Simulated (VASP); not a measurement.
Write the native input for VASP 6.6.1 that does the following.

| Property | Result |
| --- | --- |
| Task | single point |
| Functional | LDA |
| Potentials or basis | VASP PAW LDA potentials, release 64 (Ag, Br) |
| Cutoff | 500 eV |
| k mesh | 12 × 12 × 12 |
| Occupations | gaussian, width 0.02 eV |
| Spin | no spin polarisation |
| Dipole correction | no |
| Further INCAR settings | ALGO = Normal; EDIFF = 1e-06; NBANDS = 16 |

The structure of AgBr lies in POSCAR:

```
AgBr
1.0
    0.0000000000      2.7921489820      2.7921489820
    2.7921489820      0.0000000000      2.7921489820
    2.7921489820      2.7921489820      0.0000000000
Ag Br
1 1
Direct
    0.5000000000      0.5000000000      0.5000000000
    0.0000000000      0.0000000000      0.0000000000
```

The input as run:

INCAR

```
SYSTEM = AgBr
PREC = Accurate ; ENCUT = 500
EDIFF = 1E-6 ; ISMEAR = 0
SIGMA = 0.02 ; LREAL = .FALSE.
LASPH = .TRUE. ; NELM = 120
ALGO = Normal ; ISIF = 2
LWAVE = .FALSE. ; LCHARG = .FALSE.
GGA = CA ; NBANDS = 16
GGA_COMPAT = .FALSE.
```

KPOINTS

```
Automatic mesh
0
G
  12 12 12
  0 0 0
```

Potentials or basis: VASP PAW LDA potentials, release 64 (Ag, Br).

Run with:

```console
$ cat potpaw_LDA.64/Ag/POTCAR potpaw_LDA.64/Br/POTCAR > POTCAR
$ mpirun -np 1 vasp_std > vasp.out
```

Results of the run:

| Quantity | Value |
| --- | --- |
| Pressure | 0.1 GPa |
| Band gap on the k mesh | 0.42 eV (least direct gap 2.66 eV) |

Wall time 16 s on 1 thread of Intel(R) Xeon(R) 6975P-C (Granite Rapids), with other jobs on the host, peak memory 0.18 GiB.
